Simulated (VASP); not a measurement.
The system is Pt.

```
Pt
1.0
     0.00000    1.98578    1.98578
     1.98578    0.00000    1.98578
     1.98578    1.98578    0.00000
Pt
1
Direct
  0.00000 0.00000 0.00000
```

Base run:

```yaml
Program: VASP 6.6.1
Functional: PBE
Potentials_or_basis: VASP PAW PBE potentials, release 64 (Pt)
Cutoff: 520 eV
k_mesh: 14 × 14 × 14
Occupations: methfessel-paxton, width 0.3 eV
Spin: no spin polarisation
```

Its results: band gap on the k mesh zero (band 5 reaches 11.01 eV, above the bottom of band 6 at 8.91 eV); pressure -0.8 GPa.

Q: The run is repeated on the same cell with these changes: occupations from methfessel-paxton, width 0.3 eV to gaussian, width 1 eV. What comes out?

A: Band gap on the k mesh zero (band 5 reaches 11.02 eV, above the bottom of band 6 at 8.91 eV); pressure 2.5 GPa.

Caveats: spin-orbit coupling is left out, which moves the levels of the heavy elements.
